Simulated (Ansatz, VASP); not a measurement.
## Ti in VASP and in Ansatz

```
Ti
1.0
     2.96703    0.00000    0.00000
    -1.48352    2.56953    0.00000
     0.00000    0.00000    4.69517
Ti
2
Direct
  0.33333 0.66667 0.25000
  0.66667 0.33333 0.75000
```

Alike in both runs: functional RPBE; k mesh 13 × 13 × 7; no spin polarisation.

Ansatz relaxed the structure, and its values are those at the end. VASP's run is a single point on that final structure, the one shown.

|  | VASP | Ansatz |
| --- | --- | --- |
| version | VASP 6.6.1 | Ansatz 0.2.0 |
| potentials or method | VASP PAW PBE potentials, release 64 (Ti_sv) | plane waves, PAW |
| plane-wave cutoff (eV) | 520 | 420 |
| occupations | methfessel-paxton of order 1, width 0.1 eV | cold, width 0.1 eV |
| valence electrons in the cell | 24 | 24 |

|  | VASP | Ansatz | Ansatz less VASP |
| --- | --- | --- | --- |
| pressure (GPa) | -0.3 | 0.0 | +0.25 |

VASP's potentials were made for PBE, not for RPBE.
